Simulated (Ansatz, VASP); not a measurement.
## Two plane-wave programs on KRb2

Contents of INCAR:

```
PREC     = Accurate       # precision mode
ENCUT    = 520            # plane-wave cutoff, eV
EDIFF    = 1E-6           # SCF threshold, eV
ISMEAR   = 0              # smearing method
SIGMA    = 0.1            # smearing width, eV
LREAL    = F              # projectors in reciprocal space
LASPH    = T              # aspherical terms in the spheres
NELM     = 100            # most SCF steps
ALGO     = Normal         # electronic algorithm
ISIF     = 2              # what is computed and relaxed
LWAVE    = F              # write WAVECAR
LCHARG   = F              # write CHGCAR
GGA      = PE             # functional
NBANDS   = 20             # bands
```

KPOINTS

```
regular mesh
0
Gamma
  6 6 6
```

Contents of POSCAR:

```
KRb2
1.0
    2.1481927500      1.2402596600      6.8550904000
   -2.1481927500      1.2402596600      6.8550904000
    0.0000000000     -2.4805193300      6.8550904000
K Rb
1 2
Direct
    0.0000000000      0.0000000000      0.0000000000
    0.2578814300      0.2578814300      0.2578814300
    0.7421185700      0.7421185700      0.7421185700
```

Input for Ansatz:

```yaml
crystal:
  lattice:
    - [2.14819275, 1.24025966, 6.8550904]
    - [-2.14819275, 1.24025966, 6.8550904]
    - [0.0, -2.48051933, 6.8550904]
  atoms:
    - { symbol: K, position: [0.0, 0.0, 0.0] }
    - { symbol: Rb, position: [0.25788143, 0.25788143, 0.25788143] }
    - { symbol: Rb, position: [0.74211857, 0.74211857, 0.74211857] }
basis:
  ecutwfc: 420
kpoints:
  mp_grid: { grid: [6, 6, 6] }
hamiltonian:
  xc: pbe
scf:
  occupations: { method: gaussian, width: 0.1 }
  lower_state_search: "off"
output:
  forces: true
  stress: true
  eigenvalues: true
```

Change from the starting cell: species swapped into the Cs2O type (R-3m, No. 166).

Alike in both runs: task single point; functional PBE; k mesh 6 × 6 × 6; occupations gaussian, width 0.1 eV; no spin polarisation.

|  | VASP | Ansatz |
| --- | --- | --- |
| version | VASP 6.6.1 | Ansatz 0.2.0 |
| potentials or method | VASP PAW PBE potentials, release 64 (K_sv, Rb_sv), cutoff 520 eV | scalar-relativistic, plane waves, PAW |
| valence electrons in the cell | 27 | 27 |

Ansatz gave:

```
gap on the k mesh at the Fermi level (eV)                     : none
pressure (GPa)                                                : 11.1
traceless stress, the component that is largest in VASP (GPa) : -0.69
rms of the force components (eV/Å)                            : 1.008
```

Problem. Estimate VASP's values.

Solution. gap on the k mesh at the Fermi level (eV): none; pressure (GPa): 11.3; traceless stress, the component that is largest in VASP (GPa): -0.73; rms of the force components (eV/Å): 1.022.

Atom by atom the forces differ by 0.014 eV/Å (rms over components). A gap of «none» marks a metal or a gap that the smearing closes.
